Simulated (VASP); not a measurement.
Write the native input for VASP 6.6.1 that does the following.

```yaml
Task: single point
Functional: LDA
Potentials_or_basis: VASP PAW LDA potentials, release 64 (Ag)
Cutoff: 520 eV
k_mesh: 13 × 13 × 13
Occupations: fermi-dirac, width 0.1 eV
Spin: no spin polarisation
Dipole_correction: no
Further_INCAR_settings: ALGO = Normal; EDIFF = 1e-06; NBANDS = 12
```

The structure of Ag lies in POSCAR:

```
Ag
1.0
    0.0000000000      1.9996579419      1.9996579419
    1.9996579419      0.0000000000      1.9996579419
    1.9996579419      1.9996579419      0.0000000000
Ag
1
Direct
    0.0000000000      0.0000000000      0.0000000000
```

One way to write it, as run:

INCAR

```
PREC = Accurate
ENCUT = 520
EDIFF = 1E-6
ISMEAR = -1
SIGMA = 0.1
LREAL = False
LASPH = True
NELM = 60
ALGO = Normal
ISIF = 2
LWAVE = False
LCHARG = False
GGA = CA
NBANDS = 12
```

KPOINTS

```
Automatic mesh
0
Gamma
  13 13 13
```

Potentials or basis: VASP PAW LDA potentials, release 64 (Ag).

Command:

```bash
$ cat potpaw_LDA.64/Ag/POTCAR > POTCAR
$ mpirun -np 1 vasp_std > vasp.out
```

It gave:

| Property | Result |
| --- | --- |
| Pressure | 0.2 GPa |

Wall time 7.3 s on 1 thread of Intel(R) Xeon(R) Platinum 8488C (Sapphire Rapids), on a shared host, peak memory 0.13 GiB.
